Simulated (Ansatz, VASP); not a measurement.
One calculation of Sn3GeO4, two programs

```
Sn Ge O
1.0
     5.38239    0.00000    0.00000
     0.00000    5.38239    0.00000
    -2.69120   -2.69120    4.97945
Sn Ge O
3 1 4
Cartesian
  2.6912 2.6912 1.2801
  2.6912 0.0000 3.6472
  0.0000 2.6912 3.6472
  0.0000 0.0000 1.4903
  -1.3199 -1.3199 2.4632
  1.3199 1.3199 2.4632
  1.3199 -1.3199 2.4632
  -1.3199 1.3199 2.4632
```

Alike in both runs: task single point; functional PBE; k mesh 4 × 4 × 4; occupations gaussian, width 0.1 eV; no spin polarisation.

|  | VASP | Ansatz |
| --- | --- | --- |
| version | VASP 6.6.1 | Ansatz 0.2.0 |
| potentials or method | VASP PAW PBE potentials, release 64 (Sn_d, Ge_d, O_h), cutoff 1340 eV | scalar-relativistic, plane waves, PAW |
| valence electrons in the cell | 80 | 80 |

Ansatz gave:

| Item | Value |
| --- | --- |
| gap on the k mesh at the Fermi level (eV) | 0.77 |
| least direct gap on the mesh (eV) | 2.07 |
| pressure (GPa) | 0.0 |
| rms of the force components (eV/Å) | 0.002 |

Q: Estimate VASP's values.

A: gap on the k mesh at the Fermi level (eV): 0.79; least direct gap on the mesh (eV): 2.08; pressure (GPa): 0.2; rms of the force components (eV/Å): 0.026.

Atom by atom the forces differ by 0.027 eV/Å (rms over components). The functional is the same, so the differences come from potentials, cutoffs and numerics.
